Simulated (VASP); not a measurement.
The system is Ge.

```xyz
2
Lattice="0.0000 2.9260 2.9260 2.9260 0.0000 2.9260 2.9260 2.9260 0.0000" Properties=species:S:1:pos:R:3 pbc="T T T"
Ge    0.0000    0.0000    0.0000
Ge    1.4630    1.4630    1.4630
```

This cell differs from its parent crystal: strain +3.1%.

Base run:

* Program: VASP 6.6.1
* Functional: r2SCAN
* Potentials or basis: VASP PAW PBE potentials, release 64 (Ge_d)
* Cutoff: 520 eV
* k mesh: 8 × 8 × 8
* Occupations: fermi-dirac, width 0.02 eV
* Spin: no spin polarisation

Its results: band gap on the k mesh zero (filled and empty bands touch); pressure -5.2 GPa.

Q: The run is repeated on the same cell with these changes: functional from r2SCAN to PBE. What comes out?

A: Band gap on the k mesh zero (bands 14 and 15 overlap by 0.10 eV); pressure -2.5 GPa.

Caveats: semilocal functionals underestimate gaps, so a narrow gap can read as zero; the cell stands under tension (at least some runs); the PAW data sets were made with another functional, which shifts forces and pressure a little (at least some runs).
